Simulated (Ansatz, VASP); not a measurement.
## Two plane-wave programs on Pt

```xyz
1
Lattice="0.0000 1.9354 2.0347 1.9354 0.0000 2.0347 1.9354 1.9354 0.0000" Properties=species:S:1:pos:R:3 pbc="T T T"
Pt    0.0000    0.0000    0.0000
```

Change from the starting cell: strain -0.025 along x and y, +0.025 along z, atoms carried along.

Alike in both runs: task single point; functional PBE; k mesh 26 × 26 × 26; occupations gaussian, width 0.15 eV; no spin polarisation.

|  | VASP | Ansatz |
| --- | --- | --- |
| version | VASP 6.6.1 | Ansatz 0.2.0 |
| potentials or method | VASP PAW PBE potentials, release 64 (Pt), cutoff 520 eV | scalar-relativistic, plane waves, PAW |
| valence electrons in the cell | 10 | 18 |

Ansatz gave:

* gap on the k mesh at the Fermi level (eV): none
* pressure (GPa): 7.3
* traceless stress, the component that is largest in VASP (GPa): -3.91

Q: Estimate VASP's values.

A: gap on the k mesh at the Fermi level (eV): none; pressure (GPa): 6.8; traceless stress, the component that is largest in VASP (GPa): -3.88.

A gap of «none» marks a metal or a gap that the smearing closes. VASP's potentials hold 10 valence electrons a cell and Ansatz's 18, so a difference there can come from the potentials and not from the codes.

Spin-orbit coupling is off throughout.
